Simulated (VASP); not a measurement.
# HfSi (Pnma) in VASP: a series of runs

Runs on HfSi. Level: PBEsol. Tasks: single point.

All numbers are computed with VASP 6.6.1; they aren't measurements. Logs are shortened: lines on timing, memory, paths and dates and some standing lists are left out, and cuts for length are marked.

### 1 The cell of the first run

It takes space group Pnma (No. 62, orthorhombic). Conventional cell: a = 7.026 Å, b = 3.872 Å, c = 5.046 Å, α = 90.00°, β = 90.00°, γ = 90.00°. Within 3.5 Å of Hf (site symmetry m) lie 7 Si at 2.62 to 2.91 Å and 6 Hf at 3.35 to 3.39 Å. Si (site symmetry m) has 2 Si at 2.47 Å and 7 Hf at 2.62 to 2.91 Å within 3.3 Å.

### 2 Single point, PBEsol (strain +0.030 along x and y, -0.030 along z)

INCAR reads:

```
PREC = Accurate ; ENCUT = 520
EDIFF = 1E-6 ; ISMEAR = 0
SIGMA = 0.15 ; LREAL = F
LASPH = T ; NELM = 60
ALGO = Normal ; ISIF = 2
LWAVE = F ; LCHARG = F
GGA = PS ; NBANDS = 38
```

KPOINTS reads:

```
regular mesh
0
Gamma
  6 10 8
```

POSCAR reads:

```
HfSi
1.0
    7.0264662860      0.0000000000      0.0000000000
    0.0000000000      3.8724290305      0.0000000000
    0.0000000000      0.0000000000      5.0456915939
Hf Si
4 4
Direct
    0.1755908222      0.2500000000      0.1264896848
    0.3244091778      0.7500000000      0.6264896848
    0.6755908222      0.2500000000      0.3735103152
    0.8244091778      0.7500000000      0.8735103152
    0.0430603597      0.2500000000      0.6402012503
    0.4569396403      0.7500000000      0.1402012503
    0.5430603597      0.2500000000      0.8597987497
    0.9569396403      0.7500000000      0.3597987497
```

Potentials or basis: VASP PAW PBE potentials, release 64 (Hf_pv, Si).

On the command line:

```
$ cat potpaw_PBE.64/Hf_pv/POTCAR potpaw_PBE.64/Si/POTCAR > POTCAR
$ mpirun -np 1 vasp_std > vasp.out
```

OUTCAR:

```text
PREC = Accurate
   ENCUT = 520
   EDIFF = 1E-6
   ISMEAR = 0
   LREAL = F
   LASPH = T
   NELM = 60
   ISIF = 2
   GGA = PS

 ion  position               nearest neighbor table
   1  0.176  0.250  0.126-   5 2.62   8 2.74   8 2.74   5 2.75   6 2.77   6 2.77   7 2.91   2 3.35
                             2 3.35   2 3.35   2 3.35   4 3.39   4 3.39   3 3.73   3 3.73
   2  0.324  0.750  0.626-   6 2.62   7 2.74   7 2.74   6 2.75   5 2.77   5 2.77   8 2.91   1 3.35
                             1 3.35   1 3.35   1 3.35   3 3.39   3 3.39   4 3.73   4 3.73
   3  0.676  0.250  0.374-   7 2.62   6 2.74   6 2.74   7 2.75   8 2.77   8 2.77   5 2.91   4 3.35
                             4 3.35   4 3.35   4 3.35   2 3.39   2 3.39   1 3.73   1 3.73
   4  0.824  0.750  0.874-   8 2.62   5 2.74   5 2.74   8 2.75   7 2.77   7 2.77   6 2.91   3 3.35
                             3 3.35   3 3.35   3 3.35   1 3.39   1 3.39   2 3.73   2 3.73
   5  0.043  0.250  0.640-   8 2.47   8 2.47   1 2.62   4 2.74   4 2.74   1 2.75   2 2.77   2 2.77
                             3 2.91
   6  0.457  0.750  0.140-   7 2.47   7 2.47   2 2.62   3 2.74   3 2.74   2 2.75   1 2.77   1 2.77
                             4 2.91
   7  0.543  0.250  0.860-   6 2.47   6 2.47   3 2.62   2 2.74   2 2.74   3 2.75   4 2.77   4 2.77
                             1 2.91
   8  0.957  0.750  0.360-   5 2.47   5 2.47   4 2.62   1 2.74   1 2.74   4 2.75   3 2.77   3 2.77
                             2 2.91

  LATTYP: Found a simple orthorhombic cell.
 ALAT       =     3.8724290305
 B/A-ratio  =     1.3029784546
 C/A-ratio  =     1.8144854898

  Lattice vectors:

 A1 = (   0.0000000000,   3.8724290305,   0.0000000000)
 A2 = (   0.0000000000,   0.0000000000,   5.0456915939)
 A3 = (   7.0264662860,   0.0000000000,   0.0000000000)

Analysis of symmetry for initial positions (statically):
=====================================================================
 Subroutine PRICEL returns:
 Original cell was already a primitive cell.

 Routine SETGRP: Setting up the symmetry group for a
 simple orthorhombic supercell.

 Subroutine GETGRP returns: Found  8 space group operations
 (whereof  2 operations were pure point group operations)
 out of a pool of  8 trial point group operations.

The static configuration has the point symmetry S_2 .
 The point group associated with its full space group is D_2h.

Analysis of symmetry for dynamics (positions and initial velocities):
=====================================================================
 Subroutine PRICEL returns:
 Original cell was already a primitive cell.

 Routine SETGRP: Setting up the symmetry group for a
 simple orthorhombic supercell.

 Subroutine GETGRP returns: Found  8 space group operations
 (whereof  2 operations were pure point group operations)
[... 127 lines left out ...]
   NUPDOWN=      -1.0000    fix difference up-down
   EMIN   =  10.00;   EMAX   =-10.00  energy-range for DOS
   EFERMI =   0.00;   METHOD = LEGACY
   ISMEAR =     0;   SIGMA  =   0.15  broadening in eV -4-tet -1-fermi 0-gaus
   EFERMI_NEDOS =   21; number of points for ismear=-14 and -15
   IALGO  =     38    algorithm
   IMIX   =      4    mixing-type and parameters
     AMIX     =   0.40;   BMIX     =  1.00
     AMIX_MAG =   1.60;   BMIX_MAG =  1.00
  volume/ion in A,a.u.               =      17.16       115.81
  Fermi-wavevector in a.u.,A,eV,Ry     =   1.214107  2.294330 20.055762  1.474057
  Thomas-Fermi vector in A             =   2.349538
   LORBIT       =      0    0 simple, 1 ext, 2 COOP (PROOUT), +10 PAW based schemes
   GGA     = PS    functional components
   LHFCALC =     F    Hartree Fock is set to
   AEXX    =    0.0000 exact exchange contribution
   IVDW    =     0    specifies the selected vdW correction
   LEPSILON=     F    determine dielectric tensor
   LRPA    =     F    only Hartree local field effects (RPA)
 non-spin polarized calculation
 Gauss-broadening in eV      SIGMA  =   0.15
  energy-cutoff  :      520.00
  volume of cell :      137.29
 maximum number of plane-waves:      3720
 NGX is ok and might be reduce to    54
   NGX = 27   NGY = 15   NGZ = 19

 number of electron      56.0000001 magnetization

 Free energy of the ion-electron system (eV)
  ---------------------------------------------------
  ext. energy  EPLUGINS =         0.00000000
  ---------------------------------------------------
  free energy    TOTEN  =       -71.91085150 eV

  energy without entropy =      -71.89047454  energy(sigma->0) =      -71.90066302

 E-fermi :   7.2763     XC(G=0): -11.6049

 val. band max:        7.2719766063   @ k =   0.5000   0.0000   0.0000
 cond. band min:       7.2880107040   @ k =   0.3333   0.0000   0.1250
 fundamental gap:      0.0160340977
 Fermi energy:         7.2762580873

 k-point     1 :       0.0000    0.0000    0.0000
  band No.  band energies     occupation
      1     -23.3559      2.00000
      2     -23.3467      2.00000
      3     -23.3101      2.00000
      4     -23.2845      2.00000
      5     -23.2452      2.00000
      6     -23.2425      2.00000
[... 973 lines left out ...]
     37      11.0821      0.00000
     38      11.0821      0.00000

 [... further k-points ...]

------------------------ aborting loop because EDIFF is reached ----------------------------------------

  FORCE on cell =-STRESS in cart. coord.  units (eV):
  Direction    XX          YY          ZZ          XY          YZ          ZX
  --------------------------------------------------------------------------------------
  -------------------------------------------------------------------------------------
  Total       -6.9564308     -7.2824570      6.1724451      0.0000000     -0.0000000      0.0000000
  in kB      -81.1812835    -84.9859970     72.0322004      0.0000000     -0.0000000      0.0000000
  external PRESSURE =     -31.3783600 kB  Pullay stress =       0.0000000 kB

 VOLUME and BASIS-vectors are now :
 -----------------------------------------------------------------------------
  energy-cutoff  :      520.00
  volume of cell :      137.29
      direct lattice vectors                 reciprocal lattice vectors
     7.026466286  0.000000000  0.000000000     0.142319049  0.000000000  0.000000000
     0.000000000  3.872429031  0.000000000     0.000000000  0.258235849  0.000000000
     0.000000000  0.000000000  5.045691594     0.000000000  0.000000000  0.198188887

 POSITION                                       TOTAL-FORCE (eV/Angst)
 -----------------------------------------------------------------------------------
      1.23378      0.96811      0.63823         0.408391      0.000000      0.163016
      2.27945      2.90432      3.16107        -0.408391      0.000000      0.163016
      4.74702      0.96811      1.88462         0.408391     -0.000000     -0.163016
      5.79268      2.90432      4.40746        -0.408391     -0.000000     -0.163016
      0.30256      0.96811      3.23026        -0.047799     -0.000000     -0.043370
      3.21067      2.90432      0.70741         0.047799      0.000000     -0.043370
      3.81580      0.96811      4.33828        -0.047799     -0.000000      0.043370
      6.72390      2.90432      1.81543         0.047799     -0.000000      0.043370
 -----------------------------------------------------------------------------------
    total drift:                               -0.000000      0.000000     -0.000000

  FREE ENERGIE OF THE ION-ELECTRON SYSTEM (eV)
  ---------------------------------------------------
  free  energy   TOTEN  =       -71.9108514982 eV

  energy  without entropy=      -71.8904745448  energy(sigma->0) =      -71.90066302
```

stdout:

```text
POSCAR found type information on POSCAR HfSi
 POSCAR found :  2 types and       8 ions
 scaLAPACK will be used
 -----------------------------------------------------------------------------
|                                                                             |
|                                                                             |
|     You enforced a specific xc type in the INCAR file but a different       |
|     I HOPE YOU KNOW WHAT YOU ARE DOING!                                     |
|                                                                             |
 -----------------------------------------------------------------------------

 LDA part: xc-table for (Slater+PW92), standard interpolation
 POSCAR, INCAR and KPOINTS ok, starting setup
 FFT: planning ... GRIDC
 FFT: planning ... GRID_SOFT
 FFT: planning ... GRID
 WAVECAR not read
 entering main loop
```

It took 16 min on 1 thread of AMD EPYC 7R43 (Zen 3), shared host; peak memory 0.54 GiB.

Results:

| Item | Value |
| --- | --- |
| Free energy | -71.9109 eV |
| Pressure | -3.1 GPa |
| Largest force | 0.440 eV/Å |
| Band gap on the k mesh | zero (bands 28 and 29 overlap by 0.49 eV) |

Forces in eV/Å, atoms in the order of the input:
```
Hf   0.408  0.000  0.163
Hf  -0.408  0.000  0.163
Hf   0.408  0.000 -0.163
Hf  -0.408  0.000 -0.163
Si  -0.048  0.000 -0.043
Si   0.048  0.000 -0.043
Si  -0.048  0.000  0.043
Si   0.048  0.000  0.043
```

Stress tensor (GPa, compression positive):
```
-8.12  0.00  0.00
 0.00 -8.50  0.00
 0.00  0.00  7.20
```

Caveat: the cell differs from its parent crystal (strain +0.030 along x and y, -0.030 along z); the stress differs along the axes, from -8 to 7 GPa; the PAW data sets were made with another functional, which shifts forces and pressure a little; spin-orbit coupling is left out, which moves the levels of the heavy elements.

### 3 Single point, PBEsol (strain +0.000 along x and y, +0.030 along z)

INCAR reads:

```
ALGO = Normal
EDIFF = 1E-6
ENCUT = 520
GGA = PS
ISIF = 2
ISMEAR = 0
LASPH = True
LCHARG = False
LREAL = False
LWAVE = False
NBANDS = 38
NELM = 80
PREC = Accurate
SIGMA = 0.15
```

KPOINTS reads:

```
k-points
0
Gamma
  6 10 8
```

POSCAR, as its differences from that of step 2:

```diff
@@ -2,5 +2,5 @@
 1.0
-    7.0264662860      0.0000000000      0.0000000000
-    0.0000000000      3.8724290305      0.0000000000
-    0.0000000000      0.0000000000      5.0456915939
+    6.8218119282      0.0000000000      0.0000000000
+    0.0000000000      3.7596398354      0.0000000000
+    0.0000000000      0.0000000000      5.3577962285
 Hf Si
```

Potentials or basis: VASP PAW PBE potentials, release 64 (Hf_pv, Si).

On the command line:

```
$ cat potpaw_PBE.64/Hf_pv/POTCAR potpaw_PBE.64/Si/POTCAR > POTCAR
$ mpirun -np 1 vasp_std > vasp.out
```

Run time: 12 min. Hardware: 1 thread of AMD EPYC 7R43 (Zen 3), shared host; peak memory 0.53 GiB.

The run converged. Its results:

```yaml
Free_energy: -72.0978 eV
Pressure: -4.4 GPa
Largest_force: 0.181 eV/Å
Band_gap_on_the_k_mesh: zero (bands 28 and 29 overlap by 0.31 eV)
```

Forces on the atoms (eV/Å):
```
Hf  -0.169  0.000 -0.066
Hf   0.169  0.000 -0.066
Hf  -0.169  0.000  0.066
Hf   0.169  0.000  0.066
Si  -0.014  0.000  0.016
Si   0.014  0.000  0.016
Si  -0.014  0.000 -0.016
Si   0.014  0.000 -0.016
```

Stress tensor (GPa, compression positive):
```
-1.91  0.00  0.00
 0.00 -2.00  0.00
 0.00  0.00 -9.38
```

Levels at points of the mesh, in eV from the Fermi level:
| k point | band 25 | band 26 | band 27 | band 28 | band 29 | band 30 | band 31 | band 32 |
| --- | --- | --- | --- | --- | --- | --- | --- | --- |
| (0.00, 0.00, 0.00) | -0.75 | -0.58 | -0.24 | -0.20 | 0.41 | 0.68 | 0.91 | 1.18 |
| (0.50, 0.00, 0.00) | -0.88 | -0.88 | -0.63 | -0.63 | 0.13 | 0.13 | 1.12 | 1.12 |
| (0.00, 0.50, 0.00) | -2.07 | -2.07 | -1.71 | -1.71 | 2.02 | 2.02 | 2.41 | 2.41 |
| (0.50, 0.50, 0.00) | -2.02 | -2.02 | -2.02 | -2.02 | 2.89 | 2.89 | 2.89 | 2.89 |
| (0.00, 0.00, 0.50) | -1.24 | -1.24 | -0.13 | -0.13 | 0.90 | 0.90 | 1.01 | 1.01 |
| (0.50, 0.00, 0.50) | -1.21 | -1.21 | -0.69 | -0.69 | 0.46 | 0.46 | 1.28 | 1.28 |
| (0.00, 0.50, 0.50) | -0.78 | -0.78 | -0.58 | -0.58 | -0.11 | -0.11 | 0.77 | 0.77 |
| (0.50, 0.50, 0.50) | -1.72 | -1.72 | -1.72 | -1.72 | 1.87 | 1.87 | 1.87 | 1.87 |

Caveat: the cell differs from its parent crystal (strain +0.000 along x and y, +0.030 along z); the stress differs along the axes, from -9 to -2 GPa; the PAW data sets were made with another functional, which shifts forces and pressure a little; spin-orbit coupling is left out, which moves the levels of the heavy elements.

The gap in the log of VASP goes by the Fermi energy; the results here count the filled bands.